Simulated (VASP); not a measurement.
# Sb in VASP: further runs

Runs on Sb. Level: r2SCAN. Tasks: single point.

Program: VASP 6.6.1. These are calculated values, not measurements. Logs are shortened: lines on timing, memory, paths and dates and some standing lists are left out, and cuts for length are marked.

## (1) The cell of the first run

Symmetry: Pm-3m, No. 221, cubic system. Conventional cell: a = 3.318 Å, b = 3.318 Å, c = 3.318 Å, α = 90.00°, β = 90.00°, γ = 90.00°. Sb (site symmetry m-3m) has 6 Sb at 3.32 Å within 4.4 Å.

## (2) Single point, r2SCAN (strain +0.050 along x and y, +0.050 along z)

Input file POSCAR:

```
Sb
1.0
    3.3180000000      0.0000000000      0.0000000000
    0.0000000000      3.3180000000      0.0000000000
    0.0000000000      0.0000000000      3.3180000000
Sb
1
Direct
    0.0000000000      0.0000000000      0.0000000000
```

Input file INCAR.step1:

```
PREC = Accurate
ENCUT = 520
ISMEAR = 0
SIGMA = 0.15
LREAL = F
LASPH = T
NELM = 80
NBANDS = 8
GGA = PE
ALGO = Normal
EDIFF = 1E-4
LWAVE = T
LCHARG = F
```

Input file INCAR.step2:

```
PREC = Accurate
ENCUT = 520
EDIFF = 1E-6
ISMEAR = 0
SIGMA = 0.15
LREAL = F
LASPH = T
NELM = 80
ALGO = Normal
ISIF = 2
LWAVE = F
LCHARG = F
METAGGA = R2SCAN
LMIXTAU = T
NBANDS = 8
ISTART = 1
```

Input file KPOINTS:

```
regular mesh
0
Gamma
  16 16 16
```

Potentials or basis: VASP PAW PBE potentials, release 64 (Sb).

Launch:

```sh
cat potpaw_PBE.64/Sb/POTCAR > POTCAR
cp INCAR.step1 INCAR
mpirun -np 1 vasp_std > vasp.out
cp INCAR.step2 INCAR
mpirun -np 1 vasp_std > vasp.out
```

OUTCAR:

```text
PREC = Accurate
   ENCUT = 520
   EDIFF = 1E-6
   ISMEAR = 0
   LREAL = F
   LASPH = T
   NELM = 80
   ISIF = 2
   METAGGA = R2SCAN
   ISTART = 1

 ion  position               nearest neighbor table
   1  0.000  0.000  0.000-

  LATTYP: Found a simple cubic cell.
 ALAT       =     3.3180000000

  Lattice vectors:

 A1 = (   3.3180000000,   0.0000000000,   0.0000000000)
 A2 = (   0.0000000000,   3.3180000000,   0.0000000000)
 A3 = (   0.0000000000,   0.0000000000,   3.3180000000)

Analysis of symmetry for initial positions (statically):
=====================================================================
 Subroutine PRICEL returns:
 Original cell was already a primitive cell.

 Routine SETGRP: Setting up the symmetry group for a
 simple cubic supercell.

 Subroutine GETGRP returns: Found 48 space group operations
 (whereof 48 operations were pure point group operations)
 out of a pool of 48 trial point group operations.

The static configuration has the point symmetry O_h .

Analysis of symmetry for dynamics (positions and initial velocities):
=====================================================================
 Subroutine PRICEL returns:
 Original cell was already a primitive cell.

 Routine SETGRP: Setting up the symmetry group for a
 simple cubic supercell.

 Subroutine GETGRP returns: Found 48 space group operations
 (whereof 48 operations were pure point group operations)
 out of a pool of 48 trial point group operations.

The dynamic configuration has the point symmetry O_h .

 Subroutine INISYM returns: Found 48 space group operations
 (whereof 48 operations are pure point group operations),
 and found     1 'primitive' translations

----------------------------------------------------------------------------------------

                                     Primitive cell

  volume of cell :      36.5283

  direct lattice vectors                    reciprocal lattice vectors
     3.318000000  0.000000000  0.000000000     0.301386377  0.000000000  0.000000000
     0.000000000  3.318000000  0.000000000     0.000000000  0.301386377  0.000000000
     0.000000000  0.000000000  3.318000000     0.000000000  0.000000000  0.301386377

  length of vectors
     3.318000000  3.318000000  3.318000000     0.301386377  0.301386377  0.301386377

  position of ions in fractional coordinates (direct lattice)
[... 72 lines left out ...]
   LNONCOLLINEAR =      F non collinear calculations
   LSORBIT =      F    spin-orbit coupling
   LASPH  =      T    aspherical Exc in radial PAW
   ENCUT  =  520.0 eV  38.22 Ry    6.18 a.u.   6.17  6.17  6.17*2*pi/ulx,y,z
   NELM   =     80;   NELMIN=  2; NELMDL=  0     # of ELM steps
   EDIFF  = 0.1E-05   stopping-criterion for ELM
   LREAL  =      F    real-space projection
   EDIFFG = 0.1E-04   stopping-criterion for IOM
   NSW    =      0    number of steps for IOM
   IBRION =     -1    ionic relax: 0-MD 1-quasi-New 2-CG
   NFREE  =      0    steps in history (QN), initial steepest desc. (CG)
   ISIF   =      2    stress and relaxation
   ISYM   =      2    0-nonsym 1-usesym 2-fastsym
   POTIM  = 0.5000    time-step for ionic-motion
   TEBEG  =    0.0;   TEEND  =   0.0 temperature during run
   PSTRESS=    0.0 pullay stress
   NELECT =       5.0000    total number of electrons
   NUPDOWN=      -1.0000    fix difference up-down
   EMIN   =  10.00;   EMAX   =-10.00  energy-range for DOS
   EFERMI =   0.00;   METHOD = LEGACY
   ISMEAR =     0;   SIGMA  =   0.15  broadening in eV -4-tet -1-fermi 0-gaus
   EFERMI_NEDOS =   21; number of points for ismear=-14 and -15
   IALGO  =     38    algorithm
   IMIX   =      4    mixing-type and parameters
     AMIX     =   0.40;   BMIX     =  1.00
     AMIX_MAG =   1.60;   BMIX_MAG =  1.00
  volume/ion in A,a.u.               =      36.53       246.50
  Fermi-wavevector in a.u.,A,eV,Ry     =   0.843701  1.594363  9.685049  0.711831
  Thomas-Fermi vector in A             =   1.958611
   LORBIT       =      0    0 simple, 1 ext, 2 COOP (PROOUT), +10 PAW based schemes
   METAGGA = R2SCAN    functional components
   LHFCALC =     F    Hartree Fock is set to
   AEXX    =    0.0000 exact exchange contribution
   IVDW    =     0    specifies the selected vdW correction
   LEPSILON=     F    determine dielectric tensor
   LRPA    =     F    only Hartree local field effects (RPA)
 non-spin polarized calculation
 Gauss-broadening in eV      SIGMA  =   0.15
  energy-cutoff  :      520.00
  volume of cell :       36.53
 maximum number of plane-waves:      1021
 NGX is ok and might be reduce to    28
   NGX = 13   NGY = 13   NGZ = 13

 number of electron       5.0000001 magnetization

 Free energy of the ion-electron system (eV)
  ---------------------------------------------------
  ext. energy  EPLUGINS =         0.00000000
  ---------------------------------------------------
  free energy    TOTEN  =       -25.42132699 eV

  energy without entropy =      -25.41340298  energy(sigma->0) =      -25.41736498

 E-fermi :   4.7284     XC(G=0):  -9.2292

 val. band max:        4.7249502695   @ k =   0.1875   0.1875   0.0000
 cond. band min:       4.7434570733   @ k =   0.4375   0.2500   0.0000
 fundamental gap:      0.0185068038
 Fermi energy:         4.7283879125

 k-point     1 :       0.0000    0.0000    0.0000
  band No.  band energies     occupation
      1      -6.8291      2.00000
      2       7.6085      0.00000
      3       7.6085      0.00000
      4       7.6085      0.00000
      5      11.8092      0.00000
      6      11.8092      0.00000
      7      12.5763      0.00000
      8      21.9689      0.00000
[... 243 lines left out ...]
 k-point    24 :       0.5000    0.1250    0.0000
  band No.  band energies     occupation
      1      -4.7600      2.00000
      2       0.3440      2.00000
      3       7.4374      0.00000
      4       9.3003      0.00000
      5      13.0143      0.00000
      6      14.3293      0.00000
      7      16.2595      0.00000
      8      16.3971      0.00000

 [... further k-points ...]
[... 5 lines left out ...]
  --------------------------------------------------------------------------------------
  -------------------------------------------------------------------------------------
  Total       -1.8310745     -1.8310745     -1.8310745      0.0000000      0.0000000     -0.0000000
  in kB      -80.3132979    -80.3132979    -80.3132979      0.0000000      0.0000000     -0.0000000
  external PRESSURE =     -80.3132979 kB  Pullay stress =       0.0000000 kB

 VOLUME and BASIS-vectors are now :
 -----------------------------------------------------------------------------
  energy-cutoff  :      520.00
  volume of cell :       36.53
      direct lattice vectors                 reciprocal lattice vectors
     3.318000000  0.000000000  0.000000000     0.301386377  0.000000000  0.000000000
     0.000000000  3.318000000  0.000000000     0.000000000  0.301386377  0.000000000
     0.000000000  0.000000000  3.318000000     0.000000000  0.000000000  0.301386377

 POSITION                                       TOTAL-FORCE (eV/Angst)
 -----------------------------------------------------------------------------------
      0.00000      0.00000      0.00000         0.000000      0.000000      0.000000
 -----------------------------------------------------------------------------------
    total drift:                                0.000000     -0.000000     -0.000000

  FREE ENERGIE OF THE ION-ELECTRON SYSTEM (eV)
  ---------------------------------------------------
  free  energy   TOTEN  =       -25.4213269892 eV

  energy  without entropy=      -25.4134029753  energy(sigma->0) =      -25.41736498
```

OUTCAR.step1:

```text
PREC = Accurate
   ENCUT = 520
   ISMEAR = 0
   LREAL = F
   LASPH = T
[... 480 lines left out ...]

 POSITION                                       TOTAL-FORCE (eV/Angst)
 -----------------------------------------------------------------------------------
      0.00000      0.00000      0.00000         0.000000      0.000000      0.000000
 -----------------------------------------------------------------------------------
    total drift:                                0.000000      0.000000      0.000000

  FREE ENERGIE OF THE ION-ELECTRON SYSTEM (eV)
  ---------------------------------------------------
  free  energy   TOTEN  =        -3.9231063180 eV

  energy  without entropy=       -3.9148138314  energy(sigma->0) =       -3.91896007
```

Run time: 81 s. Hardware: 1 thread of Intel Xeon Platinum 8488C (Sapphire Rapids), shared host; peak memory 0.19 GiB.

What came out:

| Quantity | Value |
| --- | --- |
| Free energy | -25.4213 eV |
| Pressure | -8.0 GPa |

Levels at points of the mesh, in eV from the Fermi level:
| k point | band 1 | band 2 | band 3 | band 4 | band 5 | band 6 |
| --- | --- | --- | --- | --- | --- | --- |
| (0.00, 0.00, 0.00) | -11.56 | 2.88 | 2.88 | 2.88 | 7.08 | 7.08 |
| (0.50, 0.00, 0.00) | -9.68 | -4.56 | 4.40 | 4.40 | 8.82 | 10.67 |
| (0.50, 0.50, 0.00) | -7.72 | -2.94 | -2.94 | 3.17 | 5.88 | 11.92 |
| (0.50, 0.50, 0.50) | -5.59 | -1.43 | -1.43 | -1.43 | 5.46 | 5.46 |

Caveat: the cell differs from its parent crystal (strain +0.050 along x and y, +0.050 along z); the PAW data sets were made with another functional, which shifts forces and pressure a little; spin-orbit coupling is left out, which moves the levels of the heavy elements.

## (3) Single point, r2SCAN (strain -0.050 along x and y, -0.025 along z)

Input file POSCAR:

```
Sb
1.0
    3.0020000000      0.0000000000      0.0000000000
    0.0000000000      3.0020000000      0.0000000000
    0.0000000000      0.0000000000      3.0810000000
Sb
1
Direct
    0.0000000000      0.0000000000      0.0000000000
```

Input file INCAR.step1:

```
PREC = Accurate ; ENCUT = 520
ISMEAR = 0 ; SIGMA = 0.15
LREAL = F ; LASPH = T
NELM = 60 ; NBANDS = 8
GGA = PE ; ALGO = Normal
EDIFF = 1E-4 ; LWAVE = T
LCHARG = F
```

Input file INCAR.step2:

```
PREC = Accurate ; ENCUT = 520
EDIFF = 1E-6 ; ISMEAR = 0
SIGMA = 0.15 ; LREAL = F
LASPH = T ; NELM = 60
ALGO = Normal ; ISIF = 2
LWAVE = F ; LCHARG = T
METAGGA = R2SCAN ; LMIXTAU = T
LELF = T ; LVHAR = T
NBANDS = 8 ; ISTART = 1
```

KPOINTS is that of step 2.

Potentials or basis: VASP PAW PBE potentials, release 64 (Sb).

Launch:

```sh
cat potpaw_PBE.64/Sb/POTCAR > POTCAR
cp INCAR.step1 INCAR
mpirun -np 1 vasp_std > vasp.out
cp INCAR.step2 INCAR
mpirun -np 1 vasp_std > vasp.out
```

It took 94 s on 1 thread of Intel Xeon Platinum 8488C (Sapphire Rapids), shared host; peak memory 0.21 GiB.

Results (log left out):

* Free energy: -25.6168 eV
* Pressure: 4.2 GPa

Stress tensor (GPa, compression positive):
```
5.72 0.00 0.00
0.00 5.72 0.00
0.00 0.00 1.05
```

Levels at points of the mesh, in eV from the Fermi level:
```
           k point  band 1  band 2  band 3  band 4  band 5
(0.00, 0.00, 0.00)  -13.58    3.09    3.91    3.91    7.07
(0.50, 0.00, 0.00)  -10.60   -6.43    5.57    6.42    9.51
(0.50, 0.50, 0.00)   -7.32   -4.08   -4.08    2.24    8.20
(0.00, 0.00, 0.50)  -10.97   -6.36    6.10    6.10    9.54
(0.50, 0.00, 0.50)   -7.74   -4.35   -3.97    2.18    8.75
(0.50, 0.50, 0.50)   -3.97   -2.10   -2.10   -1.68    4.91
```

Caveat: the cell differs from its parent crystal (strain -0.050 along x and y, -0.025 along z); the PAW data sets were made with another functional, which shifts forces and pressure a little; spin-orbit coupling is left out, which moves the levels of the heavy elements.

[end of part 1 of 2]
